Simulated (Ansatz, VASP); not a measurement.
## One calculation of PbO2, two programs

Contents of INCAR:

```
  PREC = Accurate
  ENCUT = 520
  EDIFF = 1E-6
  ISMEAR = 0
  SIGMA = 0.03
  LREAL = False
  LASPH = True
  NELM = 60
  ALGO = Normal
  ISIF = 2
  LWAVE = False
  LCHARG = True
  GGA = PE
  LELF = True
  LVHAR = True
  NBANDS = 20
```

The input KPOINTS:

```
Automatic mesh
0
Gamma
  9 9 9
```

POSCAR

```
PbO2
1.0
    0.0000000000      2.7019920000      2.7019920000
    2.7019920000      0.0000000000      2.7019920000
    2.7019920000      2.7019920000      0.0000000000
Pb O
1 2
Direct
    0.0000000000      0.0000000000      0.0000000000
    0.7500000000      0.7500000000      0.7500000000
    0.2500000000      0.2500000000      0.2500000000
```

Contents of input.yaml:

```yaml
crystal:
  lattice:
    - [0.0, 2.701992, 2.701992]
    - [2.701992, 0.0, 2.701992]
    - [2.701992, 2.701992, 0.0]
  atoms:
    - { symbol: Pb, position: [0.0, 0.0, 0.0] }
    - { symbol: O, position: [0.75, 0.75, 0.75] }
    - { symbol: O, position: [0.25, 0.25, 0.25] }
hamiltonian:
  xc: pbe
  pseudopotentials: { kind: paw }
kpoints:
  mp_grid: { grid: [9, 9, 9] }
scf:
  occupations: { method: gaussian, width: 0.03 }
output:
  forces: true
  stress: true
  eigenvalues: true
```

Alike in both runs: task single point; functional PBE; k mesh 9 × 9 × 9; occupations gaussian, width 0.03 eV; no spin polarisation.

|  | VASP | Ansatz |
| --- | --- | --- |
| version | VASP 6.6.1 | Ansatz 0.2.0 |
| potentials or method | VASP PAW PBE potentials, release 64 (Pb_d, O) | Ansatz PAW |
| plane-wave cutoff (eV) | 520 | 420 |
| valence electrons in the cell | 26 | 26 |

|  | VASP | Ansatz | Ansatz less VASP |
| --- | --- | --- | --- |
| gap on the k mesh at the Fermi level (eV) | none | none | - |
| pressure (GPa) | 0.6 | 0.4 | -0.19 |

A gap of «none» marks a metal or a gap that the smearing closes.

Spin-orbit coupling is off throughout.
